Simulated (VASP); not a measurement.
Set up this calculation in VASP 6.6.1, as the native input.

| Quantity | Value |
| --- | --- |
| Task | electric field gradients |
| Functional | PBE |
| Potentials or basis | VASP PAW PBE potentials, release 64 (Hf_pv, O) |
| Cutoff | 520 eV |
| k mesh | 5 × 5 × 4 |
| Occupations | gaussian, width 0.001 eV |
| Spin | no spin polarisation |
| Dipole correction | no |
| Further INCAR settings | ALGO = Normal; EDIFF = 1e-08; NBANDS = 31 |

The structure of HfO2 lies in POSCAR:

```
HfO2
1.0
    3.5580193300      0.0000000000      0.0000000000
    0.0000000000      3.5580193300      0.0000000000
    0.0000000000      0.0000000000      5.1718612100
Hf O
2 4
Direct
    0.5000000000      0.5000000000      0.5000000000
    0.0000000000      0.0000000000      0.0000000000
    0.0000000000      0.5000000000      0.6972078800
    0.5000000000      0.0000000000      0.8027921200
    0.5000000000      0.0000000000      0.3027921200
    0.0000000000      0.5000000000      0.1972078800
```

One way to write it, as run:

INCAR

```
SYSTEM = HfO2
PREC = Accurate
ENCUT = 520
EDIFF = 1E-8
ISMEAR = 0
SIGMA = 0.001
LREAL = .FALSE.
LASPH = .TRUE.
NELM = 60
ALGO = Normal
ISIF = 2
LWAVE = .FALSE.
LCHARG = .FALSE.
GGA = PE
LEFG = .TRUE.
NBANDS = 31
```

KPOINTS

```
regular mesh
0
G
  5 5 4
  0 0 0
```

Potentials or basis: VASP PAW PBE potentials, release 64 (Hf_pv, O).

Launch:

```sh
$ cat potpaw_PBE.64/Hf_pv/POTCAR potpaw_PBE.64/O/POTCAR > POTCAR
$ mpirun -np 1 vasp_std > vasp.out
```

It gave:

```yaml
Pressure: 6.5 GPa
Largest_force: 0.099 eV/Å
Band_gap_on_the_k_mesh: 4.76 eV (least direct gap 4.83 eV)
Largest_electric_field_gradient_by_atom: Hf +120.4; O +10.2 V/Å²
```

Caveat: the cell stands under pressure; without QUAD_EFG the Cq values of the log hold for a quadrupole moment of 1 mb, not for the nuclei; spin-orbit coupling is left out, which moves the levels of the heavy elements; an odd mesh through Γ misses points on the zone boundary, where band edges can lie.

It took 72 s on 1 thread of Intel Xeon 8259CL (shared host), peak memory 0.19 GiB.
